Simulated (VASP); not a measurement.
# Au (Im-3m) in VASP: notebook, part 2 of 2

VASP 6.6.1.

**4. Relaxation of cell and atoms, PBE, target pressure 55 GPa, at which the enthalpy is minimised**

Contents of INCAR:

```
PREC     = Accurate       # precision mode
ENCUT    = 600            # plane-wave cutoff, eV
EDIFF    = 1E-7           # SCF threshold, eV
ISMEAR   = -1             # smearing method
SIGMA    = 0.1            # smearing width, eV
LREAL    = F              # projectors in reciprocal space
LASPH    = T              # aspherical terms in the spheres
NELM     = 60             # most SCF steps
ALGO     = Normal         # electronic algorithm
ISIF     = 3              # what is computed and relaxed
LWAVE    = F              # write WAVECAR
LCHARG   = F              # write CHGCAR
GGA      = PE             # functional
IBRION   = 2              # ionic algorithm
NSW      = 60             # ionic steps
EDIFFG   = -0.005         # ionic threshold
PSTRESS  = 550.0
```

Contents of KPOINTS:

```
Automatic mesh
0
Gamma
  18 18 18
```

Contents of POSCAR:

```
Au
1.0
   -1.5374958804      1.5374958804      1.5374958804
    1.5374958804     -1.5374958804      1.5374958804
    1.5374958804      1.5374958804     -1.5374958804
Au
1
Direct
    0.0000000000      0.0000000000      0.0000000000
```

Potentials or basis: VASP PAW PBE potentials, release 64 (Au).

Launch:

```console
> cat potpaw_PBE.64/Au/POTCAR > POTCAR
> mpirun -np 1 vasp_std > vasp.out
```

OUTCAR:

```text
PREC = Accurate
   ENCUT = 600
   EDIFF = 1E-7
   ISMEAR = -1
   LREAL = F
   LASPH = T
   NELM = 60
   ISIF = 3
   GGA = PE
   IBRION = 2
   NSW = 60
   EDIFFG = -0.005
   PSTRESS = 550.0

 ion  position               nearest neighbor table
   1  0.000  0.000  0.000-

  LATTYP: Found a body centered cubic cell.
 ALAT       =     3.0749917608

  Lattice vectors:

 A1 = (  -1.5374958804,   1.5374958804,   1.5374958804)
 A2 = (   1.5374958804,  -1.5374958804,   1.5374958804)
 A3 = (   1.5374958804,   1.5374958804,  -1.5374958804)

Analysis of symmetry for initial positions (statically):
=====================================================================
 Subroutine PRICEL returns:
 Original cell was already a primitive cell.

 Routine SETGRP: Setting up the symmetry group for a
 body centered cubic supercell.

 Subroutine GETGRP returns: Found 48 space group operations
 (whereof 48 operations were pure point group operations)
 out of a pool of 48 trial point group operations.

The static configuration has the point symmetry O_h .

Analysis of symmetry for dynamics (positions and initial velocities):
=====================================================================
 Subroutine PRICEL returns:
 Original cell was already a primitive cell.

 Routine SETGRP: Setting up the symmetry group for a
 body centered cubic supercell.

 Subroutine GETGRP returns: Found 48 space group operations
 (whereof 48 operations were pure point group operations)
 out of a pool of 48 trial point group operations.

The dynamic configuration has the point symmetry O_h .

 Subroutine INISYM returns: Found 48 space group operations
 (whereof 48 operations are pure point group operations),
 and found     1 'primitive' translations

----------------------------------------------------------------------------------------

                                     Primitive cell

  volume of cell :      14.5379

  direct lattice vectors                    reciprocal lattice vectors
    -1.537495880  1.537495880  1.537495880     0.000000000  0.325204123  0.325204123
     1.537495880 -1.537495880  1.537495880     0.325204123  0.000000000  0.325204123
     1.537495880  1.537495880 -1.537495880     0.325204123  0.325204123  0.000000000

  length of vectors
     2.663020981  2.663020981  2.663020981     0.459908082  0.459908082  0.459908082

  position of ions in fractional coordinates (direct lattice)
     0.000000000  0.000000000  0.000000000

  ion indices of the primitive-cell ions
   primitive index   ion index
                 1           1

----------------------------------------------------------------------------------------

 KPOINTS: Automatic mesh

Automatic generation of k-mesh.
 Grid dimensions read from file:
 generate k-points for:   18   18   18

 Generating k-lattice:

[... 23 lines left out ...]
  0.277778  0.000000  0.000000     12.000000
[... 16 lines left out ...]
  0.333333  0.111111  0.000000     48.000000
  0.388889  0.111111  0.000000     48.000000
 [... further k-points ...]
   k-points           NKPTS =    195   k-points in BZ     NKDIM =    195   number of bands    NBANDS=      9
   number of dos      NEDOS =    301   number of ions     NIONS =      1
   total plane-waves  NPLWV =  13824
   dimension x,y,z NGX =    24 NGY =   24 NGZ =   24
   dimension x,y,z NGXF=    48 NGYF=   48 NGZF=   48
   ions per type =               1
   NGX,Y,Z   is equivalent  to a cutoff of  14.98, 14.98, 14.98 a.u.
   NGXF,Y,Z  is equivalent  to a cutoff of  29.97, 29.97, 29.97 a.u.
 SYSTEM =  unknown system
   PREC   = accura    normal or accurate (medium, high low for compatibility)
   ISTART =      0    job   : 0-new  1-cont  2-samecut
   ICHARG =      2    charge: 1-file 2-atom 10-const
   ISPIN  =      1    spin polarized calculation?
   LNONCOLLINEAR =      F non collinear calculations
   LSORBIT =      F    spin-orbit coupling
   LASPH  =      T    aspherical Exc in radial PAW
   ENCUT  =  600.0 eV  44.10 Ry    6.64 a.u.   5.32  5.32  5.32*2*pi/ulx,y,z
   NELM   =     60;   NELMIN=  2; NELMDL= -5     # of ELM steps
   EDIFF  = 0.1E-06   stopping-criterion for ELM
   LREAL  =      F    real-space projection
   EDIFFG = -.5E-02   stopping-criterion for IOM
   NSW    =     60    number of steps for IOM
   IBRION =      2    ionic relax: 0-MD 1-quasi-New 2-CG
   NFREE  =      1    steps in history (QN), initial steepest desc. (CG)
   ISIF   =      3    stress and relaxation
   ISYM   =      2    0-nonsym 1-usesym 2-fastsym
   POTIM  = 0.5000    time-step for ionic-motion
   TEBEG  =    0.0;   TEEND  =   0.0 temperature during run
   PSTRESS=  550.0 pullay stress
   NELECT =      11.0000    total number of electrons
   NUPDOWN=      -1.0000    fix difference up-down
   EMIN   =  10.00;   EMAX   =-10.00  energy-range for DOS
   EFERMI =   0.00;   METHOD = LEGACY
   ISMEAR =    -1;   SIGMA  =   0.10  broadening in eV -4-tet -1-fermi 0-gaus
   EFERMI_NEDOS =   21; number of points for ismear=-14 and -15
   IALGO  =     38    algorithm
   IMIX   =      4    mixing-type and parameters
     AMIX     =   0.40;   BMIX     =  1.00
     AMIX_MAG =   1.60;   BMIX_MAG =  1.00
  volume/ion in A,a.u.               =      14.54        98.11
  Fermi-wavevector in a.u.,A,eV,Ry     =   1.491781  2.819058 30.278553  2.225411
  Thomas-Fermi vector in A             =   2.604393
   LORBIT       =      0    0 simple, 1 ext, 2 COOP (PROOUT), +10 PAW based schemes
   GGA     = PE    functional components
   LHFCALC =     F    Hartree Fock is set to
   AEXX    =    0.0000 exact exchange contribution
   IVDW    =     0    specifies the selected vdW correction
   LEPSILON=     F    determine dielectric tensor
   LRPA    =     F    only Hartree local field effects (RPA)
 conjugate gradient relaxation of ions
 non-spin polarized calculation
  energy-cutoff  :      600.00
  volume of cell :       14.54
 maximum number of plane-waves:       498
 NGX is ok and might be reduce to    24
   NGX = 11   NGY = 11   NGZ = 11

--------------------------------------- Ionic step        1  -------------------------------------------

 number of electron      10.9999999 magnetization

 Free energy of the ion-electron system (eV)
  ---------------------------------------------------
  ext. energy  EPLUGINS =         0.00000000
  ---------------------------------------------------
  free energy    TOTEN  =        -2.73828285 eV

  energy without entropy =       -2.73215804  energy(sigma->0) =       -2.73522044

------------------------ aborting loop because EDIFF is reached ----------------------------------------

  FORCE on cell =-STRESS in cart. coord.  units (eV):
  Direction    XX          YY          ZZ          XY          YZ          ZX
  --------------------------------------------------------------------------------------
  -------------------------------------------------------------------------------------
  Total        4.9806294      4.9806294      4.9806294      0.0000000      0.0000000     -0.0000000
  in kB      548.8996229    548.8996229    548.8996229      0.0000000      0.0000000     -0.0000000
  external PRESSURE =      -1.1003771 kB  Pullay stress =     550.0000000 kB
[... 61 lines left out ...]
--------------------------------------- Ionic step        3  -------------------------------------------

 number of electron      10.9999999 magnetization

 Free energy of the ion-electron system (eV)
  ---------------------------------------------------
  ext. energy  EPLUGINS =         0.00000000
  ---------------------------------------------------
  free energy    TOTEN  =        -2.73683382 eV

  energy without entropy =       -2.73071001  energy(sigma->0) =       -2.73377191

 E-fermi :  12.4384     XC(G=0): -13.6932

 val. band max:       12.3857481515   @ k =   0.3889   0.0556   0.0556
 cond. band min:      12.4694437829   @ k =  -0.3333   0.3333   0.3333
 fundamental gap:      0.0836956315
 Fermi energy:        12.4383673346

 k-point     1 :       0.0000    0.0000    0.0000
  band No.  band energies     occupation
      1       0.7218      2.00000
      2       6.5141      2.00000
      3       6.5141      2.00000
      4       6.5141      2.00000
      5       9.0023      2.00000
      6       9.0023      2.00000
      7      28.7830      0.00000
      8      28.7830      0.00000
      9      28.7830      0.00000
[... 265 lines left out ...]
 k-point    24 :       0.3889    0.1111    0.0000
  band No.  band energies     occupation
      1       3.8368      2.00000
      2       5.2225      2.00000
      3       8.2838      2.00000
      4       8.8371      2.00000
      5       9.8139      2.00000
      6      12.5807      0.38828
      7      17.8528      0.00000
      8      24.7213      0.00000
      9      26.9244      0.00000

 [... further k-points ...]

------------------------ aborting loop because EDIFF is reached ----------------------------------------

  FORCE on cell =-STRESS in cart. coord.  units (eV):
  Direction    XX          YY          ZZ          XY          YZ          ZX
  --------------------------------------------------------------------------------------
  -------------------------------------------------------------------------------------
  Total        4.9905699      4.9905699      4.9905699      0.0000000      0.0000000      0.0000000
  in kB      550.1550625    550.1550625    550.1550625      0.0000000      0.0000000      0.0000000
  external PRESSURE =       0.1550625 kB  Pullay stress =     550.0000000 kB
[... 20 lines left out ...]
  energy  without entropy=       -2.7307100060  energy(sigma->0) =       -2.73377191

  enthalpy is  TOTEN    =         2.2523294977 eV   P V=        4.9891633174

 reached required accuracy - stopping structural energy minimisation
```

Wall time 18 s (1 thread of Intel Xeon 6975P-C (Granite Rapids), shared host); peak memory 0.17 GiB.

Results:

- Free energy: -2.7368 eV
- Relaxed volume: 14.53 Å³/atom
- Relaxed cell: a = 2.663 Å, b = 2.663 Å, c = 2.663 Å, α = 109.47°, β = 109.47°, γ = 109.47°
- Space group after relaxing (to 0.1 Å): Im-3m (No. 229)
- Energy change on relaxing (the run minimises the enthalpy): +1.4 meV/atom
- Ionic steps: 3
- Pressure after relaxing: 55.0 GPa
- Band gap on the k mesh: zero (an odd number of electrons rules out a gap without spin polarisation)

The path:
```csv
step,energy change (eV),largest force (eV/Å),pressure (GPa),volume (Å³)
1,0.0000,0.0000,54.89,14.54
2,0.0072,0.0000,55.49,14.52
3,0.0014,0.0000,55.02,14.53
```

Final structure:
```cif
data_structure
_symmetry_space_group_name_H-M 'P 1'
_symmetry_Int_Tables_number 1
_cell_length_a 2.6628
_cell_length_b 2.6628
_cell_length_c 2.6628
_cell_angle_alpha 109.471
_cell_angle_beta 109.471
_cell_angle_gamma 109.471
_cell_volume 14.53
loop_
_atom_site_label
_atom_site_type_symbol
_atom_site_fract_x
_atom_site_fract_y
_atom_site_fract_z
_atom_site_occupancy
Au1 Au 0.00000 0.00000 0.00000 1
```

Levels at points of the mesh, in eV from the Fermi level:
```
           k point  band 4  band 5  band 6  band 7  band 8  band 9
(0.00, 0.00, 0.00)   -5.92   -3.44   -3.44   16.34   16.34   16.34
(0.50, 0.00, 0.00)   -3.13   -1.41   -1.34    4.60   12.29   15.07
(0.50, 0.50, 0.50)   -1.86   -1.86    6.42    6.42    6.42   11.80
```

Caveat: the cell is relaxed towards a set pressure, so the run minimises the enthalpy, not the energy; spin-orbit coupling is left out, which moves the levels of the heavy elements.

**5. Relaxation of cell and atoms, PBE, target pressure 55 GPa, at which the enthalpy is minimised**

Contents of INCAR:

```
PREC = Accurate ; ENCUT = 600
EDIFF = 1E-6 ; ISMEAR = -1
SIGMA = 0.1 ; LREAL = F
LASPH = T ; NELM = 100
ALGO = Normal ; ISIF = 3
LWAVE = F ; LCHARG = F
GGA = PE ; IBRION = 2
NSW = 32 ; EDIFFG = -0.005
PSTRESS = 550.0
```

KPOINTS is that of step 4.

Contents of POSCAR:

```
Au
1.0
   -1.5378527221      1.5378527221      1.5378527221
    1.5378527221     -1.5378527221      1.5378527221
    1.5378527221      1.5378527221     -1.5378527221
Au
1
Direct
    0.0000000000      0.0000000000      0.0000000000
```

Launch:

```console
> cat potpaw_PBE.64/Au/POTCAR > POTCAR
> mpirun -np 1 vasp_std > vasp.out
```

Run time: 17 s. Hardware: 1 thread of Intel Xeon 6975P-C (Granite Rapids), shared host; peak memory 0.17 GiB.

It converged, with:

| Property | Result |
| --- | --- |
| Free energy | -2.7370 eV |
| Relaxed volume | 14.53 Å³/atom |
| Relaxed cell | a = 2.663 Å, b = 2.663 Å, c = 2.663 Å, α = 109.47°, β = 109.47°, γ = 109.47° |
| Space group after relaxing (to 0.1 Å) | Im-3m (No. 229) |
| Energy change on relaxing (the run minimises the enthalpy) | +4.8 meV/atom |
| Ionic steps | 3 |
| Pressure after relaxing | 55.0 GPa |
| Band gap on the k mesh | zero (an odd number of electrons rules out a gap without spin polarisation) |

The path:
```
step  energy change (eV)  largest force (eV/Å)  pressure (GPa)  volume (Å³)
   1              0.0000                0.0000           54.60        14.55
   2              0.0264                0.0000           56.78        14.47
   3              0.0048                0.0000           55.01        14.53
```

Final structure:
```
Au
1.0
    -1.53736    1.53736    1.53736
     1.53736   -1.53736    1.53736
     1.53736    1.53736   -1.53736
Au
1
Cartesian
  0.0000 0.0000 0.0000
```

Levels at points of the mesh, in eV from the Fermi level:
| k point | band 4 | band 5 | band 6 | band 7 | band 8 | band 9 |
| --- | --- | --- | --- | --- | --- | --- |
| (0.00, 0.00, 0.00) | -5.92 | -3.44 | -3.44 | 16.34 | 16.34 | 16.34 |
| (0.50, 0.00, 0.00) | -3.13 | -1.41 | -1.34 | 4.60 | 12.29 | 15.07 |
| (0.50, 0.50, 0.50) | -1.86 | -1.86 | 6.42 | 6.42 | 6.42 | 11.80 |

Caveat: the cell is relaxed towards a set pressure, so the run minimises the enthalpy, not the energy; spin-orbit coupling is left out, which moves the levels of the heavy elements.

**6. The runs side by side**

| task | cell | cutoff (eV) | gap on the mesh (eV) | pressure (GPa) |
| --- | --- | --- | --- | --- |
| single point | a = 2.664 Å, angles 109.5°, 1 atom | 520 | none | 54.5 |
| relaxation of cell and atoms | relaxed to 55 GPa from a = 2.663 Å, angles 109.5°, 1 atom | 600 | none | 55.0 |
| relaxation of cell and atoms | relaxed to 55 GPa from a = 2.664 Å, angles 109.5°, 1 atom | 600 | none | 55.0 |

Alike in all rows: level PBE; potentials or basis VASP PAW PBE potentials, release 64 (Au); no spin polarisation; k mesh 18 × 18 × 18; smearing fermi-dirac 0.1 eV.

Caveats: spin-orbit coupling is left out, which moves the levels of the heavy elements; the cell is relaxed towards a set pressure, so the run minimises the enthalpy, not the energy (at least some runs); the cell stands under pressure (at least some runs).

Total energies depend on the potentials used, so only differences within one code and one set of settings carry meaning.
